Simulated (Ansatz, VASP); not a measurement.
# SnGeTe3 in VASP and in Ansatz

```xyz
5
Lattice="5.2756 0.0000 0.0000 0.0000 5.2756 0.0000 0.0000 0.0000 5.2756" Properties=species:S:1:pos:R:3 pbc="T T T"
Sn    0.0000    0.0000    0.0000
Ge    2.6378    2.6378    2.6378
Te    0.0000    2.6378    2.6378
Te    2.6378    0.0000    2.6378
Te    2.6378    2.6378    0.0000
```

Change from the starting cell: species swapped into the LuBRh3 type (Pm-3m, No. 221).

Alike in both runs: task relaxation of cell and atoms; functional PBE; k mesh 4 × 4 × 4; occupations gaussian, width 0.1 eV; no spin polarisation.

|  | VASP | Ansatz |
| --- | --- | --- |
| version | VASP 6.6.1 | Ansatz 0.2.0 |
| potentials or method | VASP PAW PBE potentials, release 64 (Sn_d, Ge_d, Te), cutoff 500 eV | scalar-relativistic, plane waves, PAW |
| valence electrons in the cell | 46 | 76 |

```csv
,VASP,Ansatz,Ansatz less VASP
"gap on the k mesh at the Fermi level, each at its own relaxed structure (eV)",none,none,-
relaxed volume (Å³/atom),32.44,32.59,+0.153
relaxed cell length with the largest relative difference (Å),5.453,5.462,+0.0086
```

A gap of «none» marks a metal or a gap that the smearing closes. VASP's potentials hold 46 valence electrons a cell and Ansatz's 76, so a difference there can come from the potentials and not from the codes.

Neither program's run includes spin-orbit coupling.
